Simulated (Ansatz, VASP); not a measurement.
## Ge: VASP beside Ansatz

Contents of INCAR:

```
  PREC = Accurate
  ENCUT = 520
  EDIFF = 1E-7
  ISMEAR = 0
  SIGMA = 0.1
  LREAL = F
  LASPH = T
  NELM = 80
  ALGO = Normal
  ISIF = 2
  LWAVE = F
  LCHARG = T
  GGA = PE
  LELF = T
  LVHAR = T
  NBANDS = 36
```

The input KPOINTS:

```
regular mesh
0
Gamma
  6 6 4
```

POSCAR

```
Ge
1.0
    2.2615908648     -3.8281761037      0.0000000000
    2.2615908648      3.8281761037      0.0000000000
    0.0000000000      0.0000000000      4.5392325497
Ge
4
Direct
    0.6562923084      0.3437076916      0.4174800566
    0.8437076916      0.1562923084      0.9174800566
    0.3437076916      0.6562923084      0.5825199434
    0.1562923084      0.8437076916      0.0825199434
```

Input for Ansatz:

```yaml
crystal:
  lattice:
    - [2.2615908648, -3.8281761037, 0.0]
    - [2.2615908648, 3.8281761037, 0.0]
    - [0.0, 0.0, 4.5392325497]
  atoms:
    - { symbol: Ge, position: [0.6562923084, 0.3437076916, 0.4174800566] }
    - { symbol: Ge, position: [0.8437076916, 0.1562923084, 0.9174800566] }
    - { symbol: Ge, position: [0.3437076916, 0.6562923084, 0.5825199434] }
    - { symbol: Ge, position: [0.1562923084, 0.8437076916, 0.0825199434] }
basis:
  ecutwfc: 420
kpoints:
  mp_grid: { grid: [6, 6, 4] }
hamiltonian:
  xc: pbe
scf:
  occupations: { method: gaussian, width: 0.1 }
output:
  forces: true
  stress: true
  eigenvalues: true
```

Alike in both runs: task single point; functional PBE; k mesh 6 × 6 × 4; occupations gaussian, width 0.1 eV; no spin polarisation.

|  | VASP | Ansatz |
| --- | --- | --- |
| version | VASP 6.6.1 | Ansatz 0.2.0 |
| potentials or method | VASP PAW PBE potentials, release 64 (Ge_d), cutoff 520 eV | scalar-relativistic, plane waves, PAW |
| valence electrons in the cell | 56 | 56 |

|  | VASP | Ansatz | Ansatz less VASP |
| --- | --- | --- | --- |
| gap on the k mesh at the Fermi level (eV) | none | none | - |
| pressure (GPa) | 9.7 | 9.7 | -0.03 |
| traceless stress, the component that is largest in VASP (GPa) | 3.01 | 3.03 | +0.020 |
| rms of the force components (eV/Å) | 0.164 | 0.165 | +0.0013 |

Atom by atom the forces differ by 0.003 eV/Å (rms over components). A gap of «none» marks a metal or a gap that the smearing closes. The functional is the same, so the differences come from potentials, cutoffs and numerics.
